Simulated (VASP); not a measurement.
Here is a VASP 6.6.1 calculation.

Contents of INCAR:

```
SYSTEM = LiF
PREC = Accurate
ENCUT = 520
EDIFF = 1E-7
ISMEAR = 0
SIGMA = 0.05
LREAL = .FALSE.
LASPH = .TRUE.
NELM = 80
ALGO = Normal
ISIF = 2
LWAVE = .FALSE.
LCHARG = .FALSE.
GGA = PE
NBANDS = 18
```

Contents of KPOINTS:

```
regular mesh
0
G
  9 9 6
  0 0 0
```

Contents of POSCAR:

```
LiF
1.0
    3.2640110936      0.0000000000      0.0000000000
   -1.6320055468      2.8267165253      0.0000000000
    0.0000000000      0.0000000000      4.6756958915
Li F
2 2
Direct
    0.3333333333      0.6666666667      0.3810713234
    0.6666666667      0.3333333333      0.8810713234
    0.3333333333      0.6666666667      0.9939266766
    0.6666666667      0.3333333333      0.4939266766
```

Potentials or basis: VASP PAW PBE potentials, release 64 (Li_sv, F).

Launch:

```sh
$ cat potpaw_PBE.64/Li_sv/POTCAR potpaw_PBE.64/F/POTCAR > POTCAR
$ mpirun -np 1 vasp_std > vasp.out
```

Task: What does it give for the largest force?

Result: 0.333 eV/Å.

Task: Predict the band gap on the k mesh.

Result: 7.31 eV, direct.

Forces in eV/Å, atoms in the order of the input:
```
Li   0.000  0.000  0.333
Li   0.000  0.000  0.333
F    0.000  0.000 -0.333
F    0.000  0.000 -0.333
```

 A k mesh can miss the band edges.
